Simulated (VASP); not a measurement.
# Sr2VCl6 (a cell with a defect) in VASP: single point with PBEsol+U

Aim: the single point of Sr2VCl6 (a cell with a defect) with PBEsol+U.

Program: VASP 6.6.1. These are calculated values, not measurements. Logs are shortened: lines on timing, memory, paths and dates and some standing lists are left out, and cuts for length are marked.

## Step 1: The cell of the first run

The cell holds a defect, 9 atoms: a = 4.933 Å, b = 14.800 Å, c = 4.933 Å, α = 60.00°, β = 60.00°, γ = 60.00°.

## Step 2: Single point, PBEsol+U

Contents of INCAR:

```
  ALGO = Normal
  EDIFF = 1E-7
  ENCUT = 520
  GGA = PS
  ISIF = 2
  ISMEAR = -1
  ISYM = 0
  LASPH = True
  LCHARG = False
  LDAU = True
  LDAUJ = 0 0 0
  LDAUL = -1 2 -1
  LDAUPRINT = 1
  LDAUTYPE = 2
  LDAUU = 0 3.25 0
  LMAXMIX = 4
  LREAL = False
  LWAVE = False
  NBANDS = 48
  NELM = 150
  PREC = Accurate
  SIGMA = 0.05
```

Contents of KPOINTS:

```
k-points
0
Gamma
  4 2 4
```

Contents of POSCAR:

```
Sr2VCl6
1.0
    0.0000000000      3.4883500000      3.4883500000
   10.4650500000      0.0000000000     10.4650500000
    3.4883500000      3.4883500000      0.0000000000
Sr V Cl
2 1 6
Direct
    0.0000000000      0.0000000000      0.0000000000
    0.0000000000      0.3333333300      0.0000000000
    0.0000000000      0.6666666700      0.0000000000
    0.2500000000      0.0833333300      0.2500000000
    0.2500000000      0.4166666700      0.2500000000
    0.2500000000      0.7500000000      0.2500000000
    0.7500000000      0.2500000000      0.7500000000
    0.7500000000      0.5833333300      0.7500000000
    0.7500000000      0.9166666700      0.7500000000
```

Potentials or basis: VASP PAW PBE potentials, release 64 (Sr_sv, V_sv, Cl).

On the command line:

```console
cat potpaw_PBE.64/Sr_sv/POTCAR potpaw_PBE.64/V_sv/POTCAR potpaw_PBE.64/Cl/POTCAR > POTCAR
mpirun -np 1 vasp_std > vasp.out
```

OUTCAR:

```text
EDIFF = 1E-7
   ENCUT = 520
   GGA = PS
   ISIF = 2
   ISMEAR = -1
   ISYM = 0
   LASPH = True
   LREAL = False
   NELM = 150
   PREC = Accurate

 ion  position               nearest neighbor table
   1  0.000  0.000  0.000-   4 3.02   9 3.02   7 3.02   6 3.02   9 3.02   9 3.02   4 3.02   4 3.02
                             2 4.93   2 4.93   2 4.93
   2  0.000  0.333  0.000-   7 3.02   4 3.02   8 3.02   7 3.02   7 3.02   5 3.02   5 3.02   5 3.02
                             1 4.93   1 4.93   1 4.93
   3  0.000  0.667  0.000-
   4  0.250  0.083  0.250-   1 3.02   2 3.02   1 3.02   1 3.02
   5  0.250  0.417  0.250-   2 3.02   2 3.02   2 3.02
   6  0.250  0.750  0.250-   1 3.02
   7  0.750  0.250  0.750-   2 3.02   1 3.02   2 3.02   2 3.02
   8  0.750  0.583  0.750-   2 3.02
   9  0.750  0.917  0.750-   1 3.02   1 3.02   1 3.02

IMPORTANT INFORMATION: All symmetrisations will be switched off!
NOSYMM: (Re-)initialisation of all symmetry stuff for point group C_1.

----------------------------------------------------------------------------------------

                                     Primitive cell

  volume of cell :     254.6897

  direct lattice vectors                    reciprocal lattice vectors
     0.000000000  3.488350000  3.488350000    -0.143334241  0.143334241  0.143334241
    10.465050000  0.000000000 10.465050000     0.047778080 -0.047778080  0.047778080
     3.488350000  3.488350000  0.000000000     0.143334241  0.143334241 -0.143334241

  length of vectors
     4.933271880 14.799815641  4.933271880     0.248262188  0.082754063  0.248262188

  position of ions in fractional coordinates (direct lattice)
     0.000000000  0.000000000  0.000000000
     0.000000000  0.333333330  0.000000000
     0.000000000  0.666666670  0.000000000
     0.250000000  0.083333330  0.250000000
     0.250000000  0.416666670  0.250000000
     0.250000000  0.750000000  0.250000000
     0.750000000  0.250000000  0.750000000
     0.750000000  0.583333330  0.750000000
     0.750000000  0.916666670  0.750000000

  ion indices of the primitive-cell ions
   primitive index   ion index
                 1           1
                 2           2
                 3           3
                 4           4
                 5           5
                 6           6
                 7           7
                 8           8
                 9           9

----------------------------------------------------------------------------------------

 KPOINTS: k-points

Automatic generation of k-mesh.
 Grid dimensions read from file:
 generate k-points for:    4    2    4

 Generating k-lattice:

  Cartesian coordinates                     Fractional coordinates (reciprocal lattice)
    -0.035833560  0.035833560  0.035833560     0.250000000  0.000000000  0.000000000
     0.023889040 -0.023889040  0.023889040     0.000000000  0.500000000  0.000000000
     0.035833560  0.035833560 -0.035833560     0.000000000  0.000000000  0.250000000

  Length of vectors
     0.062065547  0.041377031  0.062065547

  Shift w.r.t. Gamma in fractional coordinates (k-lattice)
     0.000000000  0.000000000  0.000000000

 -----------------------------------------------------------------------------
|                                                                             |
|           W    W    AA    RRRRR   N    N  II  N    N   GGGG   !!!           |
|           W    W   A  A   R    R  NN   N  II  NN   N  G    G  !!!           |
|           W    W  A    A  R    R  N N  N  II  N N  N  G       !!!           |
|           W WW W  AAAAAA  RRRRR   N  N N  II  N  N N  G  GGG   !            |
|           WW  WW  A    A  R   R   N   NN  II  N   NN  G    G                |
|           W    W  A    A  R    R  N    N  II  N    N   GGGG   !!!           |
|                                                                             |
|     Your reciprocal lattice and k-lattice belong to different lattice       |
|     classes:                                                                |
|                                                                             |
|        The reciprocal lattice is hexagonal,                                 |
|        whereas your k-lattice is body-centered orthorhombic.                |
|                                                                             |
|     Results are often still useful ...                                      |
|                                                                             |
 -----------------------------------------------------------------------------

 WARNING: IBZKPT: internal override: KBLOWUP is changed to .FALSE.
      ... skipping the blow-up phase ...

 Subroutine IBZKPT returns following result:
 ===========================================

 Found     20 irreducible k-points:

 Following reciprocal coordinates:
            Coordinates               Weight
  0.000000  0.000000  0.000000      1.000000
  0.250000  0.000000  0.000000      2.000000
  0.500000  0.000000  0.000000      1.000000
  0.000000  0.500000  0.000000      1.000000
  0.250000  0.500000  0.000000      2.000000
  0.500000  0.500000  0.000000      1.000000
[... 12 lines left out ...]
  0.250000  0.500000  0.500000      2.000000
  0.500000  0.500000  0.500000      1.000000
   k-points           NKPTS =     20   k-points in BZ     NKDIM =     20   number of bands    NBANDS=     48
   number of dos      NEDOS =    301   number of ions     NIONS =      9
   total plane-waves  NPLWV = 179200
   dimension x,y,z NGX =    40 NGY =  112 NGZ =   40
   dimension x,y,z NGXF=    80 NGYF=  224 NGZF=   80
   ions per type =               2   1   6
   NGX,Y,Z   is equivalent  to a cutoff of  13.48, 12.58, 13.48 a.u.
   NGXF,Y,Z  is equivalent  to a cutoff of  26.96, 25.16, 26.96 a.u.
 SYSTEM =  unknown system
   PREC   = accura    normal or accurate (medium, high low for compatibility)
   ISTART =      0    job   : 0-new  1-cont  2-samecut
   ICHARG =      2    charge: 1-file 2-atom 10-const
   ISPIN  =      1    spin polarized calculation?
   LNONCOLLINEAR =      F non collinear calculations
   LSORBIT =      F    spin-orbit coupling
   LASPH  =      T    aspherical Exc in radial PAW
   ENCUT  =  520.0 eV  38.22 Ry    6.18 a.u.   9.17 27.52  9.17*2*pi/ulx,y,z
   NELM   =    150;   NELMIN=  2; NELMDL= -5     # of ELM steps
   EDIFF  = 0.1E-06   stopping-criterion for ELM
   LREAL  =      F    real-space projection
   EDIFFG = 0.1E-05   stopping-criterion for IOM
   NSW    =      0    number of steps for IOM
   IBRION =     -1    ionic relax: 0-MD 1-quasi-New 2-CG
   NFREE  =      0    steps in history (QN), initial steepest desc. (CG)
   ISIF   =      2    stress and relaxation
   ISYM   =      0    0-nonsym 1-usesym 2-fastsym
   POTIM  = 0.5000    time-step for ionic-motion
   TEBEG  =    0.0;   TEEND  =   0.0 temperature during run
   PSTRESS=    0.0 pullay stress
   NELECT =      75.0000    total number of electrons
   NUPDOWN=      -1.0000    fix difference up-down
   EMIN   =  10.00;   EMAX   =-10.00  energy-range for DOS
   EFERMI =   0.00;   METHOD = LEGACY
   ISMEAR =    -1;   SIGMA  =   0.05  broadening in eV -4-tet -1-fermi 0-gaus
   EFERMI_NEDOS =   21; number of points for ismear=-14 and -15
   IALGO  =     38    algorithm
   IMIX   =      4    mixing-type and parameters
     AMIX     =   0.40;   BMIX     =  1.00
     AMIX_MAG =   1.60;   BMIX_MAG =  1.00
  volume/ion in A,a.u.               =      28.30       190.97
  Fermi-wavevector in a.u.,A,eV,Ry     =   1.089159  2.058213 16.140159  1.186268
  Thomas-Fermi vector in A             =   2.225357
   LORBIT       =      0    0 simple, 1 ext, 2 COOP (PROOUT), +10 PAW based schemes
 LDA+U is selected, type is set to LDAUTYPE =  2
   angular momentum for each species LDAUL =    -1    2   -1
   U (eV)           for each species LDAUU =   0.0  3.2  0.0
   J (eV)           for each species LDAUJ =   0.0  0.0  0.0
   GGA     = PS    functional components
   LHFCALC =     F    Hartree Fock is set to
   AEXX    =    0.0000 exact exchange contribution
   IVDW    =     0    specifies the selected vdW correction
   LEPSILON=     F    determine dielectric tensor
   LRPA    =     F    only Hartree local field effects (RPA)
 non-spin polarized calculation
  energy-cutoff  :      520.00
  volume of cell :      254.69
 maximum number of plane-waves:      6876
 NGX is ok and might be reduce to    40
   NGX = 19   NGY = 55   NGZ = 19

atom =   3  type =  2  l = 2

 onsite density matrix

spin component  1

  0.0384 -0.0001  0.0014  0.0001  0.0001
 -0.0001  0.0384 -0.0007  0.0001  0.0013
  0.0014 -0.0007  0.6628  0.0007 -0.0000
  0.0001  0.0001  0.0007  0.0384  0.0012
  0.0001  0.0013 -0.0000  0.0012  0.6626

spin component  2

  0.0384 -0.0001  0.0014  0.0001  0.0001
 -0.0001  0.0384 -0.0007  0.0001  0.0013
  0.0014 -0.0007  0.6628  0.0007 -0.0000
  0.0001  0.0001  0.0007  0.0384  0.0012
  0.0001  0.0013 -0.0000  0.0012  0.6626

 occupancies and eigenvectors

  o =  0.0381  v =  0.5746  0.5775 -0.0000 -0.5800 -0.0001  0.0000  0.0000  0.0000  0.0000  0.0000      0.0000  0.0000  0.0000  0.0000  0.0000  0.0000  0.0000  0.0000  0.0000  0.0000
  o =  0.0381  v =  0.0000  0.0000  0.0000  0.0000  0.0000  0.5746  0.5775 -0.0000 -0.5800 -0.0001      0.0000  0.0000  0.0000  0.0000  0.0000  0.0000  0.0000  0.0000  0.0000  0.0000
  o =  0.0385  v =  0.0000  0.0000  0.0000  0.0000  0.0000  0.2392  0.5592 -0.0009  0.7938 -0.0028      0.0000  0.0000  0.0000  0.0000  0.0000  0.0000  0.0000  0.0000  0.0000  0.0000
  o =  0.0385  v =  0.2392  0.5592 -0.0009  0.7938 -0.0028  0.0000  0.0000  0.0000  0.0000  0.0000      0.0000  0.0000  0.0000  0.0000  0.0000  0.0000  0.0000  0.0000  0.0000  0.0000
  o =  0.0385  v =  0.0000  0.0000  0.0000  0.0000  0.0000  0.7827 -0.5948 -0.0026  0.1832  0.0007      0.0000  0.0000  0.0000  0.0000  0.0000  0.0000  0.0000  0.0000  0.0000  0.0000
  o =  0.0385  v =  0.7827 -0.5948 -0.0026  0.1832  0.0007  0.0000  0.0000  0.0000  0.0000  0.0000      0.0000  0.0000  0.0000  0.0000  0.0000  0.0000  0.0000  0.0000  0.0000  0.0000
  o =  0.6626  v = -0.0005 -0.0018 -0.1657 -0.0021 -0.9862  0.0000  0.0000  0.0000  0.0000  0.0000      0.0000  0.0000  0.0000  0.0000  0.0000  0.0000  0.0000  0.0000  0.0000  0.0000
  o =  0.6626  v =  0.0000  0.0000  0.0000  0.0000  0.0000 -0.0005 -0.0018 -0.1657 -0.0021 -0.9862      0.0000  0.0000  0.0000  0.0000  0.0000  0.0000  0.0000  0.0000  0.0000  0.0000
  o =  0.6628  v =  0.0000  0.0000  0.0000  0.0000  0.0000  0.0022 -0.0014  0.9862  0.0008 -0.1657      0.0000  0.0000  0.0000  0.0000  0.0000  0.0000  0.0000  0.0000  0.0000  0.0000
  o =  0.6628  v =  0.0022 -0.0014  0.9862  0.0008 -0.1657  0.0000  0.0000  0.0000  0.0000  0.0000      0.0000  0.0000  0.0000  0.0000  0.0000  0.0000  0.0000  0.0000  0.0000  0.0000

 number of electron      75.0000001 magnetization

 Free energy of the ion-electron system (eV)
  ---------------------------------------------------
  ext. energy  EPLUGINS =         0.00000000
  ---------------------------------------------------
  free energy    TOTEN  =       -37.37582816 eV

  energy without entropy =      -37.26614698  energy(sigma->0) =      -37.32098757

 E-fermi :   1.6187     XC(G=0):  -8.4597

 val. band max:        1.5949227714   @ k =  -0.2500   0.0000   0.2500
 cond. band min:       3.4364861101   @ k =   0.5000   0.5000   0.0000
 fundamental gap:      1.8415633387
 Fermi energy:         1.6186627738

 k-point     1 :       0.0000    0.0000    0.0000
  band No.  band energies     occupation
      1     -62.8112      2.00000
      2     -36.7471      2.00000
      3     -36.7468      2.00000
      4     -36.7407      2.00000
      5     -32.7161      2.00000
      6     -32.7144      2.00000
[... 40 lines left out ...]
     47       6.5568      0.00000
     48       6.5568      0.00000
[... 967 lines left out ...]
     47       7.2390      0.00000
     48       7.3133      0.00000

------------------------ aborting loop because EDIFF is reached ----------------------------------------

  FORCE on cell =-STRESS in cart. coord.  units (eV):
  Direction    XX          YY          ZZ          XY          YZ          ZX
  --------------------------------------------------------------------------------------
  -------------------------------------------------------------------------------------
  Total       -6.8461342     -6.8461484     -6.8462263     -0.0639464     -0.0639357      0.0639024
  in kB      -43.0669962    -43.0670857    -43.0675755     -0.4022675     -0.4022002      0.4019910
  external PRESSURE =     -43.0672192 kB  Pullay stress =       0.0000000 kB

 VOLUME and BASIS-vectors are now :
 -----------------------------------------------------------------------------
  energy-cutoff  :      520.00
  volume of cell :      254.69
      direct lattice vectors                 reciprocal lattice vectors
     0.000000000  3.488350000  3.488350000    -0.143334241  0.143334241  0.143334241
    10.465050000  0.000000000 10.465050000     0.047778080 -0.047778080  0.047778080
     3.488350000  3.488350000  0.000000000     0.143334241  0.143334241 -0.143334241

 POSITION                                       TOTAL-FORCE (eV/Angst)
 -----------------------------------------------------------------------------------
      0.00000      0.00000      0.00000        -0.014818      0.014847     -0.014817
      3.48835      0.00000      3.48835         0.014885     -0.014845      0.014884
      6.97670      0.00000      6.97670        -0.000242     -0.000013     -0.000243
      1.74417      1.74418      1.74417         0.005622     -0.005628      0.005622
      5.23253      1.74418      5.23253         0.360738     -0.360681      0.360750
      8.72087      1.74418      8.72087        -0.395119      0.395167     -0.395146
      5.23252      5.23252      5.23252        -0.005601      0.005630     -0.005601
      8.72087      5.23252      8.72087         0.395143     -0.395170      0.395170
     12.20923      5.23252     12.20923        -0.360608      0.360693     -0.360621
 -----------------------------------------------------------------------------------
    total drift:                               -0.000261     -0.000016     -0.000260

  FREE ENERGIE OF THE ION-ELECTRON SYSTEM (eV)
  ---------------------------------------------------
  free  energy   TOTEN  =       -37.3758281601 eV

  energy  without entropy=      -37.2661469835  energy(sigma->0) =      -37.32098757
```

It took 14 min on 1 thread of Intel Xeon 8259CL, shared host; peak memory 0.57 GiB.

What came out:

```yaml
Free_energy: -37.3758 eV
Pressure: -4.3 GPa
Largest_force: 0.684 eV/Å
Band_gap_on_the_k_mesh: zero (an odd number of electrons rules out a gap without spin polarisation)
```

Forces on the atoms (eV/Å):
```
Sr  -0.015  0.015 -0.015
Sr   0.015 -0.015  0.015
V    0.000  0.000  0.000
Cl   0.006 -0.006  0.006
Cl   0.361 -0.361  0.361
Cl  -0.395  0.395 -0.395
Cl  -0.006  0.006 -0.006
Cl   0.395 -0.395  0.395
Cl  -0.361  0.361 -0.361
```

Eigenvalues of the final occupation matrices:
| site | spin | trace | eigenvalues |
| --- | --- | --- | --- |
| site 3 d | 1 | 1.44 | 0.04 0.04 0.04 0.66 0.66 |
| site 3 d | 2 | 1.44 | 0.04 0.04 0.04 0.66 0.66 |

Caveat: the k points lie up to 0.39 Å⁻¹ apart, too coarse for converged energies and pressures of a metal; the PAW data sets were made with another functional, which shifts forces and pressure a little; an odd number of electrons without spin polarisation forces a metal; a magnetic or distorted state may lie lower; the run has no spin polarisation, though such a crystal can be magnetic; U without spin polarisation on a metal has little footing.

The gap in the log of VASP goes by the Fermi energy; the results here count the filled bands.